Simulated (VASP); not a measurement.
# V (Pm-3m) in VASP: notebook

V is run at these levels: PBE; tasks: single point, relaxation of cell and atoms.

Everything below comes from runs of VASP 6.6.1. Logs are shortened: lines on timing, memory, paths and dates and some standing lists are left out, and cuts for length are marked.

## (1) The cell of the first run

Symmetry: Pm-3m, No. 221, cubic system. The conventional cell has a = 2.440 Å, b = 2.440 Å, c = 2.440 Å, α = 90.00°, β = 90.00°, γ = 90.00°. Within 3.2 Å of V (site symmetry m-3m) lie 6 V at 2.44 Å.

## (2) Single point, PBE, collinear spin, ferromagnetic start

INCAR reads:

```
SYSTEM = V
PREC = Accurate
ENCUT = 520
EDIFF = 1E-7
ISMEAR = 0
SIGMA = 0.1
LREAL = .False.
LASPH = .True.
NELM = 150
ALGO = Normal
ISIF = 2
LWAVE = .False.
LCHARG = .True.
ISPIN = 2
MAGMOM = 1.5
LORBIT = 11
LMAXMIX = 4
GGA = PE
LELF = .True.
LVHAR = .True.
NBANDS = 16
```

KPOINTS reads:

```
regular mesh
0
Gamma
  8 8 8
  0 0 0
```

POSCAR reads:

```
V
1.0
    2.4396185080      0.0000000000      0.0000000000
    0.0000000000      2.4396185080      0.0000000000
    0.0000000000      0.0000000000      2.4396185080
V
1
Direct
    0.0000000000      0.0000000000      0.0000000000
```

Potentials or basis: VASP PAW PBE potentials, release 64 (V_sv).

Run with:

```bash
cat potpaw_PBE.64/V_sv/POTCAR > POTCAR
mpirun -np 1 vasp_std > vasp.out
```

OUTCAR:

```text
SYSTEM = V
   PREC = Accurate
   ENCUT = 520
   EDIFF = 1E-7
   ISMEAR = 0
   LREAL = .False.
   LASPH = .True.
   NELM = 150
   ISIF = 2
   ISPIN = 2
   LORBIT = 11
   GGA = PE

 ion  position               nearest neighbor table
   1  0.000  0.000  0.000-

  LATTYP: Found a simple cubic cell.
 ALAT       =     2.4396185080

  Lattice vectors:

 A1 = (   2.4396185080,   0.0000000000,   0.0000000000)
 A2 = (   0.0000000000,   2.4396185080,   0.0000000000)
 A3 = (   0.0000000000,   0.0000000000,   2.4396185080)

Analysis of symmetry for initial positions (statically):
=====================================================================
 Subroutine PRICEL returns:
 Original cell was already a primitive cell.

 Routine SETGRP: Setting up the symmetry group for a
 simple cubic supercell.

 Subroutine GETGRP returns: Found 48 space group operations
 (whereof 48 operations were pure point group operations)
 out of a pool of 48 trial point group operations.

The static configuration has the point symmetry O_h .

Analysis of symmetry for dynamics (positions and initial velocities):
=====================================================================
 Subroutine PRICEL returns:
 Original cell was already a primitive cell.

 Routine SETGRP: Setting up the symmetry group for a
 simple cubic supercell.

 Subroutine GETGRP returns: Found 48 space group operations
 (whereof 48 operations were pure point group operations)
 out of a pool of 48 trial point group operations.

The dynamic configuration has the point symmetry O_h .

Analysis of structural, dynamic, and magnetic symmetry:
=====================================================================
 Subroutine PRICEL returns:
 Original cell was already a primitive cell.

 Routine SETGRP: Setting up the symmetry group for a
 simple cubic supercell.

 Subroutine GETGRP returns: Found 48 space group operations
 (whereof 48 operations were pure point group operations)
 out of a pool of 48 trial point group operations.

The overall configuration has the point symmetry O_h .

 Subroutine INISYM returns: Found 48 space group operations
 (whereof 48 operations are pure point group operations),
 and found     1 'primitive' translations

----------------------------------------------------------------------------------------

                                     Primitive cell

  volume of cell :      14.5200

  direct lattice vectors                    reciprocal lattice vectors
     2.439618508  0.000000000  0.000000000     0.409900153  0.000000000  0.000000000
     0.000000000  2.439618508  0.000000000     0.000000000  0.409900153  0.000000000
     0.000000000  0.000000000  2.439618508     0.000000000  0.000000000  0.409900153

  length of vectors
     2.439618508  2.439618508  2.439618508     0.409900153  0.409900153  0.409900153

  position of ions in fractional coordinates (direct lattice)
     0.000000000  0.000000000  0.000000000

  ion indices of the primitive-cell ions
   primitive index   ion index
                 1           1

----------------------------------------------------------------------------------------

 KPOINTS: regular mesh

Automatic generation of k-mesh.
 Grid dimensions read from file:
 generate k-points for:    8    8    8

 Generating k-lattice:

  Cartesian coordinates                     Fractional coordinates (reciprocal lattice)
     0.051237519  0.000000000  0.000000000     0.125000000  0.000000000  0.000000000
     0.000000000  0.051237519  0.000000000     0.000000000  0.125000000  0.000000000
     0.000000000  0.000000000  0.051237519     0.000000000  0.000000000  0.125000000

  Length of vectors
     0.051237519  0.051237519  0.051237519

  Shift w.r.t. Gamma in fractional coordinates (k-lattice)
     0.000000000  0.000000000  0.000000000

 Subroutine IBZKPT returns following result:
 ===========================================

 Found     35 irreducible k-points:

 Following reciprocal coordinates:
            Coordinates               Weight
  0.000000  0.000000  0.000000      1.000000
  0.125000  0.000000  0.000000      6.000000
  0.250000  0.000000  0.000000      6.000000
  0.375000  0.000000  0.000000      6.000000
  0.500000  0.000000  0.000000      3.000000
  0.125000  0.125000  0.000000     12.000000
[... 16 lines left out ...]
  0.375000  0.375000  0.125000     24.000000
  0.500000  0.375000  0.125000     24.000000
 [... further k-points ...]
   k-points           NKPTS =     35   k-points in BZ     NKDIM =     35   number of bands    NBANDS=     16
   number of dos      NEDOS =    301   number of ions     NIONS =      1
   total plane-waves  NPLWV =   5832
   dimension x,y,z NGX =    18 NGY =   18 NGZ =   18
   dimension x,y,z NGXF=    36 NGYF=   36 NGZF=   36
   ions per type =               1
   NGX,Y,Z   is equivalent  to a cutoff of  12.27, 12.27, 12.27 a.u.
   NGXF,Y,Z  is equivalent  to a cutoff of  24.53, 24.53, 24.53 a.u.
 SYSTEM =  V
   PREC   = accura    normal or accurate (medium, high low for compatibility)
   ISTART =      0    job   : 0-new  1-cont  2-samecut
   ICHARG =      2    charge: 1-file 2-atom 10-const
   ISPIN  =      2    spin polarized calculation?
   LNONCOLLINEAR =      F non collinear calculations
   LSORBIT =      F    spin-orbit coupling
   LASPH  =      T    aspherical Exc in radial PAW
   ENCUT  =  520.0 eV  38.22 Ry    6.18 a.u.   4.54  4.54  4.54*2*pi/ulx,y,z
   NELM   =    150;   NELMIN=  2; NELMDL= -5     # of ELM steps
   EDIFF  = 0.1E-06   stopping-criterion for ELM
   LREAL  =      F    real-space projection
   EDIFFG = 0.1E-05   stopping-criterion for IOM
   NSW    =      0    number of steps for IOM
   IBRION =     -1    ionic relax: 0-MD 1-quasi-New 2-CG
   NFREE  =      0    steps in history (QN), initial steepest desc. (CG)
   ISIF   =      2    stress and relaxation
   ISYM   =      2    0-nonsym 1-usesym 2-fastsym
   POTIM  = 0.5000    time-step for ionic-motion
   TEBEG  =    0.0;   TEEND  =   0.0 temperature during run
   PSTRESS=    0.0 pullay stress
   NELECT =      13.0000    total number of electrons
   NUPDOWN=      -1.0000    fix difference up-down
   EMIN   =  10.00;   EMAX   =-10.00  energy-range for DOS
   EFERMI =   0.00;   METHOD = LEGACY
   ISMEAR =     0;   SIGMA  =   0.10  broadening in eV -4-tet -1-fermi 0-gaus
   EFERMI_NEDOS =   21; number of points for ismear=-14 and -15
   IALGO  =     38    algorithm
   IMIX   =      4    mixing-type and parameters
     AMIX     =   0.40;   BMIX     =  1.00
     AMIX_MAG =   1.60;   BMIX_MAG =  1.00
  volume/ion in A,a.u.               =      14.52        97.99
  Fermi-wavevector in a.u.,A,eV,Ry     =   1.577856  2.981715 33.873466  2.489630
  Thomas-Fermi vector in A             =   2.678475
   LORBIT       =     11    0 simple, 1 ext, 2 COOP (PROOUT), +10 PAW based schemes
   GGA     = PE    functional components
   LHFCALC =     F    Hartree Fock is set to
   AEXX    =    0.0000 exact exchange contribution
   IVDW    =     0    specifies the selected vdW correction
   LEPSILON=     F    determine dielectric tensor
   LRPA    =     F    only Hartree local field effects (RPA)
 spin polarized calculation
 Gauss-broadening in eV      SIGMA  =   0.10
  energy-cutoff  :      520.00
  volume of cell :       14.52
 maximum number of plane-waves:       413
   NGX =  9   NGY =  9   NGZ =  9

 number of electron      12.9999974 magnetization      -0.0011043

 number of electron      12.9999974 magnetization       0.0003745

 Free energy of the ion-electron system (eV)
  ---------------------------------------------------
  ext. energy  EPLUGINS =         0.00000000
  ---------------------------------------------------
  free energy    TOTEN  =        -8.17522860 eV

  energy without entropy =       -8.16814416  energy(sigma->0) =       -8.17168638

 E-fermi :   9.0185     XC(G=0): -12.3843

 val. band max:        8.9174639932   @ k =   0.5000   0.5000   0.1250
 cond. band min:       9.0287240195   @ k =   0.2500   0.2500   0.0000
 fundamental gap:      0.1112600262
 Fermi energy:         9.0184907371

 spin component 1

 k-point     1 :       0.0000    0.0000    0.0000
  band No.  band energies     occupation
      1     -54.8906      1.00000
      2     -28.1242      1.00000
      3     -28.1242      1.00000
      4     -28.1242      1.00000
      5       2.5949      1.00000
      6       6.8058      1.00000
[... 8 lines left out ...]
     15      32.2011      0.00000
     16      35.4308      0.00000

 k-point     2 :       0.1250    0.0000    0.0000
  band No.  band energies     occupation
      1     -54.8658      1.00000
      2     -28.2893      1.00000
      3     -28.1101      1.00000
      4     -28.1101      1.00000
      5       3.0536      1.00000
      6       6.9117      1.00000
[... 8 lines left out ...]
     15      33.3932      0.00000
     16      37.8827      0.00000
[... 387 lines left out ...]
      5       6.0936      1.00000
      6       8.4867      1.00000
[... 8 lines left out ...]
     15      35.0205      0.00000
     16      36.4826      0.00000

 k-point    24 :       0.5000    0.3750    0.1250
  band No.  band energies     occupation
      1     -54.5571      1.00000
      2     -29.0449      1.00000
      3     -28.8787      1.00000
      4     -28.0960      1.00000
      5       5.8771      1.00000
      6       8.7008      1.00000
[... 8 lines left out ...]
     15      34.1921      0.00000
     16      35.7076      0.00000

 [... further k-points ...]

 spin component 2

 k-point     1 :       0.0000    0.0000    0.0000
  band No.  band energies     occupation
      1     -54.8902      1.00000
      2     -28.1239      1.00000
      3     -28.1239      1.00000
      4     -28.1239      1.00000
      5       2.5951      1.00000
      6       6.8061      1.00000
[... 8 lines left out ...]
     15      32.2016      0.00000
     16      35.4307      0.00000

 k-point     2 :       0.1250    0.0000    0.0000
  band No.  band energies     occupation
      1     -54.8655      1.00000
      2     -28.2890      1.00000
      3     -28.1098      1.00000
      4     -28.1098      1.00000
      5       3.0538      1.00000
      6       6.9121      1.00000
[... 8 lines left out ...]
     15      33.3935      0.00000
     16      37.8827      0.00000
[... 387 lines left out ...]
      5       6.0938      1.00000
      6       8.4870      1.00000
[... 8 lines left out ...]
     15      35.0208      0.00000
     16      36.4828      0.00000

 k-point    24 :       0.5000    0.3750    0.1250
  band No.  band energies     occupation
      1     -54.5567      1.00000
      2     -29.0446      1.00000
      3     -28.8784      1.00000
      4     -28.0957      1.00000
      5       5.8773      1.00000
      6       8.7012      1.00000
[... 8 lines left out ...]
     15      34.1925      0.00000
     16      35.7078      0.00000

 [... further k-points ...]

------------------------ aborting loop because EDIFF is reached ----------------------------------------

  FORCE on cell =-STRESS in cart. coord.  units (eV):
  Direction    XX          YY          ZZ          XY          YZ          ZX
  --------------------------------------------------------------------------------------
  -------------------------------------------------------------------------------------
  Total        0.0309171      0.0309171      0.0309171      0.0000000     -0.0000000      0.0000000
  in kB        3.4114843      3.4114843      3.4114843      0.0000000     -0.0000000      0.0000000
  external PRESSURE =       3.4114843 kB  Pullay stress =       0.0000000 kB

 VOLUME and BASIS-vectors are now :
 -----------------------------------------------------------------------------
  energy-cutoff  :      520.00
  volume of cell :       14.52
      direct lattice vectors                 reciprocal lattice vectors
     2.439618508  0.000000000  0.000000000     0.409900153  0.000000000  0.000000000
     0.000000000  2.439618508  0.000000000     0.000000000  0.409900153  0.000000000
     0.000000000  0.000000000  2.439618508     0.000000000  0.000000000  0.409900153

 POSITION                                       TOTAL-FORCE (eV/Angst)
 -----------------------------------------------------------------------------------
      0.00000      0.00000      0.00000         0.000000      0.000000      0.000000
 -----------------------------------------------------------------------------------
    total drift:                                0.000000      0.000000      0.000000

  FREE ENERGIE OF THE ION-ELECTRON SYSTEM (eV)
  ---------------------------------------------------
  free  energy   TOTEN  =        -8.1752285998 eV

  energy  without entropy=       -8.1681441594  energy(sigma->0) =       -8.17168638

 total charge

# of ion       s       p       d       tot
------------------------------------------
    1        2.351   6.159   3.234  11.744

 magnetization (x)

# of ion       s       p       d       tot
------------------------------------------
    1        0.000   0.000   0.000   0.000
```

It took 6.2 s on 1 thread of Intel Xeon 6975P-C (Granite Rapids), shared host; peak memory 0.12 GiB.

What came out:

| Property | Result |
| --- | --- |
| Free energy | -8.1752 eV |
| Pressure | 0.3 GPa |
| Net moment | 0.00 μB per cell |
| Valence electrons inside the program's atomic spheres | V 11.74 |

Levels at points of the mesh, in eV from the Fermi level:
Spin up:
```csv
k point,band 3,band 4,band 5,band 6,band 7,band 8,band 9,band 10,band 11,band 12
"(0.00, 0.00, 0.00)",-37.14,-37.14,-6.42,-2.21,-2.21,3.51,3.51,3.51,18.35,18.35
"(0.50, 0.00, 0.00)",-37.05,-37.05,-2.29,-1.44,-0.22,1.49,1.49,3.69,7.81,19.32
"(0.50, 0.50, 0.00)",-38.06,-36.95,-3.66,-0.75,1.93,1.93,4.76,6.16,6.16,12.68
"(0.50, 0.50, 0.50)",-37.91,-37.91,-2.02,-2.02,-2.02,4.87,4.87,10.34,13.53,13.53
```
Spin down:
| k point | band 5 | band 6 | band 7 | band 8 | band 9 | band 10 |
| --- | --- | --- | --- | --- | --- | --- |
| (0.00, 0.00, 0.00) | -6.42 | -2.21 | -2.21 | 3.51 | 3.51 | 3.51 |
| (0.50, 0.00, 0.00) | -2.29 | -1.43 | -0.22 | 1.49 | 1.49 | 3.69 |
| (0.50, 0.50, 0.00) | -3.66 | -0.75 | 1.93 | 1.93 | 4.76 | 6.16 |
| (0.50, 0.50, 0.50) | -2.02 | -2.02 | -2.02 | 4.87 | 4.87 | 10.34 |

## (3) Relaxation of cell and atoms, PBE, collinear spin, ferromagnetic start

This run uses another cell than the first one, of 15.25 Å³/atom, 1.050 times its volume.

INCAR reads:

```
SYSTEM = V
PREC = Accurate
ENCUT = 600
EDIFF = 1E-6
ISMEAR = 0
SIGMA = 0.1
LREAL = .False.
LASPH = .True.
NELM = 150
ALGO = Normal
ISIF = 3
LWAVE = .False.
LCHARG = .False.
ISPIN = 2
MAGMOM = 1.5
LORBIT = 11
LMAXMIX = 4
GGA = PE
IBRION = 2
NSW = 60
EDIFFG = -0.03
```

KPOINTS reads:

```
Automatic mesh
0
Gamma
  8 8 8
  0 0 0
```

POSCAR reads:

```
V
1.0
    2.4800000000      0.0000000000      0.0000000000
    0.0000000000      2.4800000000      0.0000000000
    0.0000000000      0.0000000000      2.4800000000
V
1
Direct
    0.0000000000      0.0000000000      0.0000000000
```

Potentials or basis: VASP PAW PBE potentials, release 64 (V_sv).

Run with:

```bash
cat potpaw_PBE.64/V_sv/POTCAR > POTCAR
mpirun -np 1 vasp_std > vasp.out
```

Wall time 11 s (1 thread of Intel Xeon 6975P-C (Granite Rapids), shared host); peak memory 0.14 GiB.

It converged, with:

```yaml
Free_energy: -8.1758 eV
Relaxed_volume: 14.55 Å³/atom
Relaxed_cell: a = 2.441 Å, b = 2.441 Å, c = 2.441 Å, α = 90.00°, β = 90.00°, γ = 90.00°
Space_group_after_relaxing_to_0.05_Å: Pm-3m (No. 221)
Energy_gained_by_relaxing: 14.0 meV/atom
Ionic_steps: 3
Pressure_after_relaxing: 0.0 GPa
Net_moment: 0.00 μB per cell
Valence_electrons_inside_the_program's_atomic_spheres: V 11.74
```

The path:
```csv
step,energy change (eV),largest force (eV/Å),pressure (GPa),volume (Å³)
1,0.0000,0.0000,-6.11,15.25
2,-0.0045,0.0000,5.87,14.00
3,-0.0140,0.0000,-0.03,14.55
```

Final structure:
```
CELL_PARAMETERS angstrom
2.44127 0.00000 0.00000
0.00000 2.44127 0.00000
0.00000 0.00000 2.44127
ATOMIC_POSITIONS crystal
V 0.00000 0.00000 0.00000
```

Levels at points of the mesh, in eV from the Fermi level:
Spin up:
| k point | band 5 | band 6 | band 7 | band 8 | band 9 | band 10 |
| --- | --- | --- | --- | --- | --- | --- |
| (0.00, 0.00, 0.00) | -6.42 | -2.21 | -2.21 | 3.50 | 3.50 | 3.50 |
| (0.50, 0.00, 0.00) | -2.29 | -1.43 | -0.22 | 1.49 | 1.49 | 3.68 |
| (0.50, 0.50, 0.00) | -3.65 | -0.75 | 1.93 | 1.93 | 4.75 | 6.14 |
| (0.50, 0.50, 0.50) | -2.01 | -2.01 | -2.01 | 4.86 | 4.86 | 10.34 |
Spin down:
```tsv
k point	band 3	band 4	band 5	band 6	band 7	band 8	band 9	band 10	band 11
(0.00, 0.00, 0.00)	-37.15	-37.15	-6.42	-2.21	-2.21	3.50	3.50	3.50	18.33
(0.50, 0.00, 0.00)	-37.05	-37.05	-2.29	-1.43	-0.22	1.49	1.49	3.68	7.79
(0.50, 0.50, 0.00)	-38.06	-36.96	-3.65	-0.75	1.93	1.93	4.75	6.14	6.14
(0.50, 0.50, 0.50)	-37.91	-37.91	-2.01	-2.01	-2.01	4.86	4.86	10.34	13.50
```
